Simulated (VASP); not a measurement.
Wanted: the native input for a VASP 6.6.1 run.

```
Task                   : single point
Functional             : PBE
Potentials or basis    : VASP PAW PBE potentials, release 64 (Be)
Cutoff                 : 520 eV
k mesh                 : 30 × 30 × 30
Occupations            : gaussian, width 0.1 eV
Spin                   : no spin polarisation
Dipole correction      : no
Further INCAR settings : ALGO = Normal; EDIFF = 1e-06; NBANDS = 7
```

The structure of Be lies in POSCAR:

```
Be
1.0
    0.0000000000      1.5463566978      1.5463566978
    1.5463566978      0.0000000000      1.5463566978
    1.5463566978      1.5463566978      0.0000000000
Be
1
Direct
    0.0000000000      0.0000000000      0.0000000000
```

This cell differs from its parent crystal: volume scaled by 0.94.

The input as run:

INCAR

```
SYSTEM = Be
  PREC = Accurate
  ENCUT = 520
  EDIFF = 1E-6
  ISMEAR = 0
  SIGMA = 0.1
  LREAL = .FALSE.
  LASPH = .TRUE.
  NELM = 100
  ALGO = Normal
  ISIF = 2
  LWAVE = .FALSE.
  LCHARG = .FALSE.
  GGA = PE
  NBANDS = 7
```

KPOINTS

```
regular mesh
0
G
  30 30 30
  0 0 0
```

Potentials or basis: VASP PAW PBE potentials, release 64 (Be).

Command:

```sh
$ cat potpaw_PBE.64/Be/POTCAR > POTCAR
$ mpirun -np 1 vasp_std > vasp.out
```

Results of the run:

| Quantity | Value |
| --- | --- |
| Pressure | 8.5 GPa |
| Band gap on the k mesh | zero (band 1 reaches 8.74 eV, above the bottom of band 2 at 8.00 eV) |

It took 13 s on 1 thread of AMD EPYC 9R45 (Zen 5), with other jobs on the host, peak memory 0.1 GiB.
